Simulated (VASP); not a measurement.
Set up this calculation in VASP 6.6.1, as the native input.

```
Task                   : single point
Functional             : PBE
Dispersion             : D3(BJ)
Potentials or basis    : VASP PAW PBE potentials, release 64 (Ge_d, H, O, C)
Cutoff                 : 520 eV
k mesh                 : 1 × 1 × 1
Occupations            : gaussian, width 0.03 eV
Spin                   : no spin polarisation
Dipole correction      : no
Further INCAR settings : LREAL = Auto; ALGO = Normal; EDIFF = 1e-06; NBANDS = 272
```

The structure of Ge32H20CO lies in POSCAR:

```
Ge32H20CO
1.0
    8.0016200000      8.0016200000      0.0000000000
   -8.0016200000      8.0016200000      0.0000000000
    0.0000000000      0.0000000000     20.9129000000
Ge H O C
32 20 1 1
Direct
   -0.3110513871      0.3108360557      0.3417141573
   -0.1883655435     -0.3187773851      0.3430676281
    0.0472323729     -0.0476265431      0.3610445228
    0.3184141461      0.1879546892      0.3430611250
   -0.0306010533     -0.4676949168      0.3833236423
    0.2045715118     -0.2046135033      0.3570722855
    0.4674655882      0.0303301082      0.3833298108
    0.5359704035     -0.5364105644      0.3825849595
   -0.1200746224      0.3860717580      0.3036954703
   -0.1204160532     -0.1282538411      0.2999495527
    0.1277503181      0.1202603348      0.3000877927
    0.3865520982      0.3803835973      0.3034034495
    0.1144430128     -0.3775876010      0.3035699975
    0.3773706449     -0.1144371390      0.3034431380
    0.6138873128      0.1197711213      0.3037830239
    0.6191193783     -0.3867586814      0.3035083609
   -0.0011943831      0.2513838448      0.2346504311
    0.0024862465     -0.2532632142      0.2284675966
    0.2530833131     -0.0022977222      0.2284720436
    0.5003917332      0.2489957659      0.2290228041
    0.2489271548     -0.4992642115      0.2358479694
    0.4991756669     -0.2489109705      0.2358277427
    0.7486583967      0.0010959031      0.2346515787
    0.7508965060     -0.5002206428      0.2290239039
   -0.1250000000      0.1250000000      0.1644629870
   -0.1250000000     -0.3750000000      0.1644629870
    0.1250000000     -0.1250000000      0.1644629870
    0.3750000000      0.1250000000      0.1644629870
    0.1250000000     -0.6250000000      0.1644629870
    0.3750000000     -0.3750000000      0.1644629870
    0.6250000000     -0.1250000000      0.1644629870
    0.6250000000     -0.6250000000      0.1644629870
   -0.0489780195      0.0489780195      0.1195430093
   -0.2010219805      0.2010219805      0.1195430093
   -0.0489780195     -0.4510219805      0.1195430093
   -0.2010219805     -0.2989780195      0.1195430093
    0.2010219805     -0.2010219805      0.1195430093
    0.0489780195     -0.0489780195      0.1195430093
    0.4510219805      0.0489780195      0.1195430093
    0.2989780195      0.2010219805      0.1195430093
    0.2010219805     -0.7010219805      0.1195430093
    0.0489780195     -0.5489780195      0.1195430093
    0.4510219805     -0.4510219805      0.1195430093
    0.2989780195     -0.2989780195      0.1195430093
    0.7010219805     -0.2010219805      0.1195430093
    0.5489780195     -0.0489780195      0.1195430093
    0.7010219805     -0.7010219805      0.1195430093
    0.5489780195     -0.5489780195      0.1195430093
    0.0111053762     -0.0113584499      0.4299333426
    0.4101843127     -0.2963752340      0.4288943666
    0.2990414441     -0.4088983231      0.4299100077
    0.3379714358     -0.3339694962      0.5021242391
    0.2361327456     -0.2352644215      0.4412875785
    0.3246719414     -0.3224275209      0.4504297348
```

The input as run:

INCAR

```
SYSTEM = Ge32H20CO
PREC = Accurate
ENCUT = 520
EDIFF = 1E-6
ISMEAR = 0
SIGMA = 0.03
LREAL = Auto
LASPH = .TRUE.
NELM = 80
ALGO = Normal
ISIF = 2
LWAVE = .FALSE.
LCHARG = .FALSE.
GGA = PE
IVDW = 12
NBANDS = 272
```

KPOINTS

```
Automatic mesh
0
G
  1 1 1
  0 0 0
```

Potentials or basis: VASP PAW PBE potentials, release 64 (Ge_d, H, O, C).

Command:

```console
$ cat potpaw_PBE.64/Ge_d/POTCAR potpaw_PBE.64/H/POTCAR potpaw_PBE.64/O/POTCAR potpaw_PBE.64/C/POTCAR > POTCAR
$ mpirun -np 1 vasp_gam > vasp.out
```

It gave:

```json
{
  "Largest force": "0.619 eV/Å",
  "Band gap on the k mesh": "0.48 eV",
  "Dispersion energy per atom": "-0.133 eV"
}
```

Caveat: the k points lie up to 0.56 Å⁻¹ apart.

It took 41 min on 1 thread of Intel(R) Xeon(R) Platinum 8488C (Sapphire Rapids) (shared host), peak memory 1.9 GiB.
